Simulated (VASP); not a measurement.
Set up this calculation in VASP 6.6.1, as the native input.

```
Task                    : single point
Functional              : LDA
Potentials or basis     : VASP PAW LDA potentials, release 64 (Ta_sv_GW, C)
Cutoff                  : 520 eV
k mesh                  : 15 × 15 × 10
Occupations             : gaussian, width 0.1 eV
Spin                    : no spin polarisation
Dipole correction       : no
k mesh for the DOS      : 23 × 23 × 15
Occupations for the DOS : tetrahedron
Further INCAR settings  : ALGO = Normal; EDIFF = 1e-06
```

The system is Ta2C.

```xyz
3
Lattice="3.0758 0.0000 0.0000 -1.5379 2.6638 0.0000 0.0000 0.0000 4.8920" Properties=species:S:1:pos:R:3 pbc="T T T"
Ta    0.0000    1.7758    1.2385
Ta    1.5379    0.8879    3.6535
C     0.0000    0.0000    0.0000
```

One way to write it, as run:

POSCAR

```
Ta2C
1.0
    3.0758449693      0.0000000000      0.0000000000
   -1.5379224847      2.6637598815      0.0000000000
    0.0000000000      0.0000000000      4.8920151884
Ta C
2 1
Direct
    0.3333333333      0.6666666667      0.2531657425
    0.6666666667      0.3333333333      0.7468342575
    0.0000000000      0.0000000000      0.0000000000
```

INCAR.step1

```
PREC = Accurate
ENCUT = 520
EDIFF = 1E-6
ISMEAR = 0
SIGMA = 0.1
LREAL = F
LASPH = T
NELM = 120
ALGO = Normal
ISIF = 2
LWAVE = F
LCHARG = T
LMAXMIX = 4
NBANDS = 22
GGA_COMPAT = F
NEDOS = 2001
LORBIT = 11
```

KPOINTS.step1

```
regular mesh
0
Gamma
  15 15 10
```

INCAR.step2

```
PREC = Accurate
ENCUT = 520
EDIFF = 1E-6
ISMEAR = -5
SIGMA = 0.1
LREAL = F
LASPH = T
NELM = 120
ALGO = Normal
ISIF = 2
LWAVE = F
LCHARG = F
LMAXMIX = 4
LORBIT = 11
NEDOS = 1001
ICHARG = 11
GGA_COMPAT = F
```

KPOINTS.step2

```
regular mesh
0
Gamma
  23 23 15
```

Potentials or basis: VASP PAW LDA potentials, release 64 (Ta_sv_GW, C).

Command:

```console
$ cat potpaw_LDA.64/Ta_sv_GW/POTCAR potpaw_LDA.64/C/POTCAR > POTCAR
$ cp INCAR.step1 INCAR
$ cp KPOINTS.step1 KPOINTS
$ mpirun -np 1 vasp_std > vasp.out
$ cp INCAR.step2 INCAR
$ cp KPOINTS.step2 KPOINTS
$ mpirun -np 1 vasp_std > vasp.out
```

It gave:

```yaml
Valence_electrons_inside_the_program's_atomic_spheres: Ta 11.91; C 2.49
```

It took 2.6 min on 1 thread of Intel(R) Xeon(R) 6975P-C (Granite Rapids), with other jobs on the host, peak memory 0.65 GiB.
